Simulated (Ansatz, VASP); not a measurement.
**RbCl in VASP and in Ansatz**

```
CELL_PARAMETERS angstrom
0.00000 2.97356 2.97356
2.97356 0.00000 2.97356
2.97356 2.97356 0.00000
ATOMIC_POSITIONS crystal
Rb 0.00000 0.00000 0.00000
Cl 0.50000 0.50000 0.50000
```

Change from the starting cell: volume scaled by 0.7, LAPW.

Alike in both runs: task single point; functional PBE; k mesh 13 × 13 × 13; occupations fermi-dirac, width 0.1 eV; no spin polarisation.

|  | VASP | Ansatz |
| --- | --- | --- |
| version | VASP 6.6.1 | Ansatz 0.2.0 |
| potentials or method | VASP PAW PBE potentials, release 64 (Rb_sv, Cl), cutoff 500 eV | all-electron LAPW, scalar-relativistic |

Ansatz gave:

| Property | Result |
| --- | --- |
| gap on the k mesh at the Fermi level (eV) | 5.76 |
| pressure (GPa) | 12.4 |

**Question.** Estimate VASP's values.

**Answer.** gap on the k mesh at the Fermi level (eV): 5.76; pressure (GPa): 12.5.

Ansatz ran all-electron here, and VASP with PAW potentials.
